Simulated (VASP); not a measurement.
# Mg9O8 (a cell with a defect) in VASP: single point with PBE

Aim: the single point of Mg9O8 (a cell with a defect) with PBE.

Program: VASP 6.6.1. These are calculated values, not measurements. Logs are shortened: lines on timing, memory, paths and dates and some standing lists are left out, and cuts for length are marked.

## 1. The cell of the first run

The cell holds a defect, 17 atoms: a = 5.962 Å, b = 5.962 Å, c = 5.962 Å, α = 60.00°, β = 60.00°, γ = 60.00°.

## 2. Single point, PBE

INCAR

```
PREC = Accurate ; ENCUT = 520
EDIFF = 1E-6 ; ISMEAR = 0
SIGMA = 0.02 ; LREAL = Auto
LASPH = True ; NELM = 100
ALGO = Normal ; ISIF = 2
LWAVE = False ; LCHARG = False
GGA = PE ; NBANDS = 47
```

KPOINTS

```
Automatic mesh
0
Gamma
  2 2 2
```

POSCAR

```
Mg9O8
1.0
    0.0000000000      4.2160000000      4.2160000000
    4.2160000000      0.0000000000      4.2160000000
    4.2160000000      4.2160000000      0.0000000000
Mg O
9 8
Direct
   -0.0220972486      0.0246465844     -0.0017720588
   -0.0192649431      0.0175846774      0.4933116698
    0.0072760911      0.5190742410     -0.0142564042
   -0.0008208017      0.4849358397      0.5128120256
    0.4988632590      0.0208091793     -0.0126737429
    0.5923472486     -0.1881714896      0.5257312619
    0.4778478416      0.5502636385     -0.0069443786
    0.4829767552      0.5230702087      0.5005925047
    0.4443406072      0.2249817362      0.4226700664
    0.2272662476      0.2934714184      0.2368597011
    0.2247218928      0.2852363615      0.7566120731
    0.2465514706      0.7580920304      0.2535305977
    0.2416738615      0.7578339658      0.7491736243
    0.7624200664      0.3083688330      0.2097737192
    0.7285253795      0.2890301233      0.7394444972
    0.7663868596      0.7354812619      0.2132459677
    0.7667680266      0.7299874288      0.7594487666
```

Potentials or basis: VASP PAW PBE potentials, release 64 (Mg, O).

Started as:

```sh
cat potpaw_PBE.64/Mg/POTCAR potpaw_PBE.64/O/POTCAR > POTCAR
mpirun -np 1 vasp_std > vasp.out
```

OUTCAR:

```text
PREC = Accurate
   ENCUT = 520
   EDIFF = 1E-6
   ISMEAR = 0
   LREAL = Auto
   LASPH = True
   NELM = 100
   ISIF = 2
   GGA = PE

 ion  position               nearest neighbor table
   1  0.978  0.025  0.998-  14 2.11  16 2.13  11 2.14  15 2.14  13 2.18  12 2.21   4 2.82   5 2.90
                             7 2.91   6 2.91   2 2.94   3 2.97   3 3.00   9 3.02   2 3.02   7 3.06
   2  0.981  0.018  0.493-  12 2.11  17 2.13  14 2.14  13 2.18  15 2.18  10 2.20   4 2.90   5 2.91
                             1 2.94   3 2.96   9 2.97   8 2.97   8 2.99   6 3.01   3 3.01   1 3.02
   3  0.007  0.519  0.986-  16 1.88  14 1.92  11 1.95  17 1.97  10 1.99  13 1.99   8 2.86   7 2.93
                             5 2.95   4 2.95   2 2.96   1 2.97   1 3.00   2 3.01   5 3.01   4 3.02
   4  0.999  0.485  0.513-  15 1.98  10 1.99  11 1.99  17 2.07  12 2.20   6 2.22   9 2.24  16 2.26
                             1 2.82   2 2.90   3 2.95   8 2.97   7 2.99   7 3.00   8 3.01   3 3.02
   5  0.499  0.021  0.987-  16 2.10  15 2.10  11 2.13  12 2.17  17 2.20  10 2.20   7 2.85   1 2.90
                             2 2.91   8 2.95   3 2.95   3 3.01   8 3.02   6 3.04   2 3.05   1 3.06
   6  0.592  0.812  0.526-  16 1.79  17 1.88  13 1.93   9 2.02   8 2.21   4 2.22   7 2.34  15 2.56
                             1 2.91   2 3.01   5 3.04   5 3.26   2 3.29   1 3.40   3 3.59
   7  0.478  0.550  0.993-  12 1.98  17 2.00  13 2.03  14 2.12  10 2.14  15 2.17   9 2.30   6 2.34
                             5 2.85   1 2.91   3 2.93   8 2.96   4 2.99   4 3.00   8 3.00   3 3.05
   8  0.483  0.523  0.501-  13 2.04  12 2.04  15 2.04  11 2.09  16 2.11  14 2.15   9 2.18   6 2.21
                             3 2.86   5 2.95   7 2.96   4 2.97   2 2.97   2 2.99   7 3.00   4 3.01
   9  0.444  0.225  0.423-  14 1.83  11 1.86  10 1.88   6 2.02   8 2.18   4 2.24   7 2.30  12 2.60
                             2 2.97   1 3.02   5 3.09   5 3.20   1 3.26   2 3.33
  10  0.227  0.293  0.237-   9 1.88   4 1.99   3 1.99   7 2.14   5 2.20   2 2.20
  11  0.225  0.285  0.757-   9 1.86   3 1.95   4 1.99   8 2.09   5 2.13   1 2.14
  12  0.247  0.758  0.254-   7 1.98   8 2.04   2 2.11   5 2.17   4 2.20   1 2.21   9 2.60
  13  0.242  0.758  0.749-   6 1.93   3 1.99   7 2.03   8 2.04   1 2.18   2 2.18
  14  0.762  0.308  0.210-   9 1.83   3 1.92   1 2.11   7 2.12   2 2.14   8 2.15
  15  0.729  0.289  0.739-   4 1.98   8 2.04   5 2.10   1 2.14   7 2.17   2 2.18   6 2.56
  16  0.766  0.735  0.213-   6 1.79   3 1.88   5 2.10   8 2.11   1 2.13   4 2.26
  17  0.767  0.730  0.759-   6 1.88   3 1.97   7 2.00   4 2.07   2 2.13   5 2.20

  LATTYP: Found a face centered cubic cell.
 ALAT       =     8.4320000000

  Lattice vectors:

 A1 = (   0.0000000000,   4.2160000000,   4.2160000000)
 A2 = (   4.2160000000,   0.0000000000,   4.2160000000)
 A3 = (   4.2160000000,   4.2160000000,   0.0000000000)

Analysis of symmetry for initial positions (statically):
=====================================================================
 Subroutine PRICEL returns:
 Original cell was already a primitive cell.

 Routine SETGRP: Setting up the symmetry group for a
 face centered cubic supercell.

 Subroutine GETGRP returns: Found  1 space group operations
 (whereof  1 operations were pure point group operations)
[... 148 lines left out ...]
     AMIX     =   0.40;   BMIX     =  1.00
     AMIX_MAG =   1.60;   BMIX_MAG =  1.00
  volume/ion in A,a.u.               =       8.82        59.49
  Fermi-wavevector in a.u.,A,eV,Ry     =   1.245505  2.353664 21.106489  1.551283
  Thomas-Fermi vector in A             =   2.379724
   LORBIT       =      0    0 simple, 1 ext, 2 COOP (PROOUT), +10 PAW based schemes
   GGA     = PE    functional components
   LHFCALC =     F    Hartree Fock is set to
   AEXX    =    0.0000 exact exchange contribution
   IVDW    =     0    specifies the selected vdW correction
   LEPSILON=     F    determine dielectric tensor
   LRPA    =     F    only Hartree local field effects (RPA)
 non-spin polarized calculation
 Gauss-broadening in eV      SIGMA  =   0.02
  energy-cutoff  :      520.00
  volume of cell :      149.88
 maximum number of plane-waves:      4044
 NGX is ok and might be reduce to    48
   NGX = 23   NGY = 23   NGZ = 23

 number of electron      65.9999999 magnetization

 Free energy of the ion-electron system (eV)
  ---------------------------------------------------
  ext. energy  EPLUGINS =         0.00000000
  ---------------------------------------------------
  free energy    TOTEN  =       -81.70968186 eV

  energy without entropy =      -81.70968186  energy(sigma->0) =      -81.70968186

 E-fermi :   9.8595     XC(G=0): -11.4065

 val. band max:        9.7018807848   @ k =   0.5000   0.5000   0.0000
 cond. band min:      10.0835900499   @ k =   0.5000   0.5000   0.5000
 fundamental gap:      0.3817092652
 Fermi energy:         9.8594639770

 k-point     1 :       0.0000    0.0000    0.0000
  band No.  band energies     occupation
      1     -13.8075      2.00000
      2     -12.6386      2.00000
      3     -12.5756      2.00000
      4     -12.4458      2.00000
      5     -12.2938      2.00000
      6     -12.2436      2.00000
[... 373 lines left out ...]
     44      14.9510      0.00000
     45      15.1057      0.00000
 [bands above 45 left out]

------------------------ aborting loop because EDIFF is reached ----------------------------------------

  FORCE on cell =-STRESS in cart. coord.  units (eV):
  Direction    XX          YY          ZZ          XY          YZ          ZX
  --------------------------------------------------------------------------------------
  -------------------------------------------------------------------------------------
  Total       43.7254463     38.1132583     39.5176920     -5.7797070     -4.5513725      6.7537960
  in kB      467.4261780    407.4317400    422.4451735    -61.7852207    -48.6542919     72.1982577
  external PRESSURE =     432.4343638 kB  Pullay stress =       0.0000000 kB

 VOLUME and BASIS-vectors are now :
 -----------------------------------------------------------------------------
  energy-cutoff  :      520.00
  volume of cell :      149.88
      direct lattice vectors                 reciprocal lattice vectors
     0.000000000  4.216000000  4.216000000    -0.118595825  0.118595825  0.118595825
     4.216000000  0.000000000  4.216000000     0.118595825 -0.118595825  0.118595825
     4.216000000  4.216000000  0.000000000     0.118595825  0.118595825 -0.118595825

 POSITION                                       TOTAL-FORCE (eV/Angst)
 -----------------------------------------------------------------------------------
      4.31244      8.33137      4.22675         0.161603      0.361756     -0.075685
      2.15394      6.21458      4.20892        -0.250611     -0.117633      0.195909
      6.34431      4.18657      2.21909        -0.225532     -0.046682     -0.214744
      4.20651      6.37455      6.25703         0.342703     -0.537397      0.477612
      4.25030      6.26577      2.19094         0.185482      0.081540     -0.276254
      5.63915      4.71382      5.92000         0.832605      0.532155     -0.343534
[... 9 lines left out ...]
      3.99983      4.13013      6.33188        -0.018881     -0.191611      0.296154
      6.27946      6.43453      6.31032         0.249382      0.260909      0.409091
 -----------------------------------------------------------------------------------
    total drift:                                0.002350     -0.000221     -0.001010

  FREE ENERGIE OF THE ION-ELECTRON SYSTEM (eV)
  ---------------------------------------------------
  free  energy   TOTEN  =       -81.7096818554 eV

  energy  without entropy=      -81.7096818554  energy(sigma->0) =      -81.70968186
```

Wall time 2.4 min (1 thread of Intel Xeon 6975P-C (Granite Rapids), shared host); peak memory 0.32 GiB.

Results:

```
Free energy            : -81.7097 eV
Pressure               : 43.2 GPa
Largest force          : 1.046 eV/Å
Band gap on the k mesh : 0.38 eV
```

Forces on the atoms (eV/Å):
```
Mg   0.162  0.362 -0.076
Mg  -0.251 -0.118  0.196
Mg  -0.226 -0.047 -0.215
Mg   0.343 -0.537  0.478
Mg   0.185  0.082 -0.276
Mg   0.833  0.532 -0.344
Mg  -0.629  0.205 -0.143
Mg  -0.099 -0.083  0.378
Mg  -0.627 -0.213  0.049
O   -0.461 -0.520 -0.112
O    0.374  0.449 -0.023
O    0.128 -0.218 -0.067
O    0.177 -0.265 -0.344
O    0.135  0.117  0.051
O   -0.276  0.186 -0.258
O   -0.019 -0.192  0.296
O    0.249  0.261  0.409
```

Stress tensor (GPa, compression positive):
```
46.74 -6.18  7.22
-6.18 40.74 -4.87
 7.22 -4.87 42.24
```

Caveat: the k points lie up to 0.65 Å⁻¹ apart.
